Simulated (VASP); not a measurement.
The system is Gd.

```
Gd
1.0
     0.00000    2.58582    2.58582
     2.58582    0.00000    2.58582
     2.58582    2.58582    0.00000
Gd
1
Direct
  0.00000 0.00000 0.00000
```

Base run:

| Quantity | Value |
| --- | --- |
| Program | VASP 6.6.1 |
| Functional | PBE |
| Potentials or basis | VASP PAW PBE potentials, release 64 (Gd) |
| Cutoff | 520 eV |
| k mesh | 8 × 8 × 8 |
| Occupations | fermi-dirac, width 0.05 eV |
| Spin | collinear spin, ferromagnetic start |
| Starting moments | [10.5] μB |
| Fixed moment | 10.5 μB |

Its results: pressure 0.8 GPa; site moments Gd +8.12 μB.

**Question.** The run is repeated on the same cell with these changes: fixed moment from 10.5 μB to 3.5 μB; moments at the start from [10.5] to [3.5]. What comes out?

**Answer.** Pressure 4.2 GPa; site moments Gd +5.10 μB.

Caveats: the total moment is fixed, so each spin has its own Fermi level.
